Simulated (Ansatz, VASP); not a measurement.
Two plane-wave programs on Al3N

```
Al N
1.0
     2.85676    0.00000    0.00000
    -1.42838    2.47403    0.00000
     0.00000    0.00000   21.60138
Al N
3 1
Direct
  0.66667 0.33333 0.18517
  0.33333 0.66667 0.29168
  0.00000 0.00000 0.39819
  0.16667 0.00000 0.51253
```

Alike in both runs: task single point; functional PBE; k mesh 9 × 9 × 1; occupations gaussian, width 0.1 eV; collinear spin.

|  | VASP | Ansatz |
| --- | --- | --- |
| version | VASP 6.6.1 | Ansatz 0.2.0 |
| potentials or method | VASP PAW PBE potentials, release 64 (Al, N), cutoff 520 eV | scalar-relativistic, plane waves, PAW |
| valence electrons in the cell | 14 | 14 |

|  | VASP | Ansatz | Ansatz less VASP |
| --- | --- | --- | --- |
| gap on the k mesh at the Fermi level (eV) | none | none | - |
| rms of the force components (eV/Å) | 0.594 | 0.594 | 0.0000 |
| net moment per atom (μB) | 0.58 | 0.58 | -0.001 |
| size of the moment on the site where the two differ most (μB) | 1.65 | 2.14 | +0.494 |

Site moments also hang on the region over which each program counts them. Atom by atom the forces differ by 0.000 eV/Å (rms over components). A gap of «none» marks a metal or a gap that the smearing closes.
